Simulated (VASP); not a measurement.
Here is a VASP 6.6.1 calculation.

File INCAR:

```
PREC     = Accurate       # precision mode
ENCUT    = 520            # plane-wave cutoff, eV
EDIFF    = 1E-8           # SCF threshold, eV
ISMEAR   = 0              # smearing method
SIGMA    = 0.01           # smearing width, eV
LREAL    = F              # projectors in reciprocal space
LASPH    = T              # aspherical terms in the spheres
NELM     = 80             # most SCF steps
ALGO     = Normal         # electronic algorithm
ISIF     = 2              # what is computed and relaxed
LWAVE    = F              # write WAVECAR
LCHARG   = F              # write CHGCAR
METAGGA  = R2SCAN         # meta-GGA
LMIXTAU  = T            
LCALCEPS = T
```

File KPOINTS:

```
regular mesh
0
Gamma
  6 6 6
```

The input POSCAR:

```
Mg2C
1.0
    0.0000000000      2.7109426128      2.7109426128
    2.7109426128      0.0000000000      2.7109426128
    2.7109426128      2.7109426128      0.0000000000
C Mg
1 2
Direct
    0.0000000000      0.0000000000      0.0000000000
    0.2500000000      0.2500000000      0.2500000000
    0.7500000000      0.7500000000      0.7500000000
```

Potentials or basis: VASP PAW PBE potentials, release 64 (C, Mg).

The run is started by

```sh
$ cat potpaw_PBE.64/C/POTCAR potpaw_PBE.64/Mg/POTCAR > POTCAR
$ mpirun -np 1 vasp_std > vasp.out
```

Task: What does it give for the electronic dielectric tensor (diagonal)?

Result: 7.55.

Task: Estimate the Born charges (mean of the diagonal).

Result: C -3.11; Mg +1.55 e.

Task: Predict the band gap on the k mesh.

Result: 1.11 eV (least direct gap 1.95 eV).

Electronic dielectric tensor:
```
7.55 0.00 0.00
0.00 7.55 0.00
0.00 0.00 7.55
```

Caveat: the structure was generated, so it needn't be the stable form of Mg2C. A k mesh can miss the band edges.
